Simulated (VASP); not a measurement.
**InPt3C: single point with LDA**

The system is InPt3C.

```
In Pt C
1.0
     4.25859    0.00000    0.00000
     0.00000    4.25859    0.00000
     0.00000    0.00000    4.25859
In Pt C
1 3 1
Direct
  0.00000 0.00000 0.00000
  0.50000 0.00000 0.50000
  0.50000 0.50000 0.00000
  0.00000 0.50000 0.50000
  0.50000 0.50000 0.50000
```

```yaml
Program: VASP 6.6.1
Task: single point
Functional: LDA
Potentials_or_basis: VASP PAW LDA potentials, release 64 (In_d, Pt, C)
Cutoff: 520 eV
k_mesh: 6 × 6 × 6
Occupations: fermi-dirac, width 0.1 eV
Spin: no spin polarisation
Dipole_correction: no
Further_INCAR_settings: ALGO = Normal; EDIFF = 1e-06; NBANDS = 32
```

| Item | Value |
| --- | --- |
| Pressure | -11.8 GPa |

Levels at points of the mesh, in eV from the Fermi level:
| k point | band 20 | band 21 | band 22 | band 23 | band 24 | band 25 | band 26 | band 27 | band 28 | band 29 |
| --- | --- | --- | --- | --- | --- | --- | --- | --- | --- | --- |
| (0.00, 0.00, 0.00) | -2.56 | -0.93 | -0.91 | -0.91 | -0.91 | 1.54 | 1.54 | 1.54 | 2.17 | 3.88 |
| (0.50, 0.00, 0.00) | -2.69 | -2.13 | -0.91 | -0.24 | -0.24 | 1.01 | 2.77 | 3.47 | 3.97 | 3.97 |
| (0.50, 0.50, 0.00) | -2.46 | -2.15 | -1.43 | -0.45 | -0.45 | 0.93 | 2.08 | 4.68 | 4.68 | 4.94 |
| (0.50, 0.50, 0.50) | -2.12 | -2.12 | -1.09 | -1.09 | -1.09 | 0.96 | 0.96 | 0.96 | 0.99 | 7.74 |

Wall time 18 s on 1 thread of Intel(R) Xeon(R) Platinum 8559C (Emerald Rapids) (shared host), peak memory 0.18 GiB.

Caveat: spin-orbit coupling is left out, which moves the levels of the heavy elements.
